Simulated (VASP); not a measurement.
Crystal: Tc.

```xyz
1
Lattice="0.0000 1.9250 1.9250 1.9250 0.0000 1.9250 1.9250 1.9250 0.0000" Properties=species:S:1:pos:R:3 pbc="T T T"
Tc    0.0000    0.0000    0.0000
```

This isn't the form of Tc at room conditions, which is hcp.

| Quantity | Value |
| --- | --- |
| Program | VASP 6.6.1 |
| Task | relaxation of volume and atoms at fixed shape |
| Functional | PBEsol |
| Potentials or basis | VASP PAW PBE potentials, release 64 (Tc_pv) |
| Cutoff | 500 eV |
| k mesh | 9 × 9 × 9 |
| Occupations | fermi-dirac, width 0.05 eV |
| Spin | no spin polarisation |

At the start: pressure -5.1 GPa; volume 14.27 Å³/atom.

**Question.** Where does the relaxation end?

**Answer.** Over 3 steps the energy falls by 3.7 meV/atom and the volume is 14.04 Å³/atom (-1.6 %); space group Fm-3m (No. 225, to 0.1 Å) before and after.

Step by step:
```tsv
step	energy change (eV)	largest force (eV/Å)	pressure (GPa)	volume (Å³)
1	0.0000	0.0000	-5.11	14.27
2	0.0346	0.0000	18.63	13.35
3	-0.0037	0.0000	-0.12	14.04
```

Final structure:
```xyz
1
Lattice="0.0000 1.9149 1.9149 1.9149 0.0000 1.9149 1.9149 1.9149 0.0000" Properties=species:S:1:pos:R:3 pbc="T T T"
Tc    0.0000    0.0000    0.0000
```

Caveat: the PAW data sets were made with another functional, which shifts forces and pressure a little.
